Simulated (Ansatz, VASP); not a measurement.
# One calculation of MgO, two programs

```
Mg O
1.0
     3.52132    0.00000    0.00000
     1.76066   -3.04955   -4.23938
     1.76066    3.04955   -4.23938
Mg O
4 4
Direct
  0.86923 0.46410 0.79744
  0.38636 0.94697 0.28031
  0.12779 0.55448 0.18993
  0.62779 0.02326 0.72115
  0.62075 0.70472 0.05378
  0.12075 0.22044 0.53805
  0.37168 0.29499 0.96165
  0.86983 0.79684 0.46351
```

Change from the starting cell: mode 12 frozen in at -0.036 Å and mode 21 at -0.095 Å (largest displacements).

Alike in both runs: task single point; functional PBE; k mesh 8 × 8 × 8; occupations gaussian, width 0.05 eV; no spin polarisation.

|  | VASP | Ansatz |
| --- | --- | --- |
| version | VASP 6.6.1 | Ansatz 0.2.0 |
| potentials or method | VASP PAW PBE potentials, release 64 (Mg, O), cutoff 520 eV | scalar-relativistic, plane waves, PAW |
| valence electrons in the cell | 32 | 64 |

Ansatz gave:

- gap on the k mesh at the Fermi level (eV): 2.89
- least direct gap on the mesh (eV): 2.89
- pressure (GPa): 0.9
- traceless stress, the component that is largest in VASP (GPa): -1.20
- rms of the force components (eV/Å): 0.776

Estimate VASP's values.

gap on the k mesh at the Fermi level (eV): 2.86; least direct gap on the mesh (eV): 2.86; pressure (GPa): 0.3; traceless stress, the component that is largest in VASP (GPa): -1.17; rms of the force components (eV/Å): 0.785.

Atom by atom the forces differ by 0.009 eV/Å (rms over components). The functional is the same, so the differences come from potentials, cutoffs and numerics. VASP's potentials hold 32 valence electrons a cell and Ansatz's 64, so a difference there can come from the potentials and not from the codes.
